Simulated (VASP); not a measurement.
The system is Si.

```
Si
1.0
     0.00000    1.67000    1.67000
     1.67000    0.00000    1.67000
     1.67000    1.67000    0.00000
Si
1
Direct
  0.00000 0.00000 0.00000
```

Program: VASP 6.6.1. Alike in all runs: task single point; potentials or basis VASP PAW PBE potentials, release 64 (Si); no spin polarisation; cell as given; k mesh 15 × 15 × 15; smearing fermi-dirac 0.1 eV.

Order these runs on this cell by their pressure, lowest first.
A. level PBE; cutoff (eV) 500
B. level PBEsol; cutoff (eV) 500
C. level r2SCAN; cutoff (eV) 550
D. level revPBE; cutoff (eV) 500

C (87.0 GPa), B (91.0 GPa), A (94.3 GPa), D (95.8 GPa).

Caveats: the PAW data sets were made with another functional, which shifts forces and pressure a little (some runs).
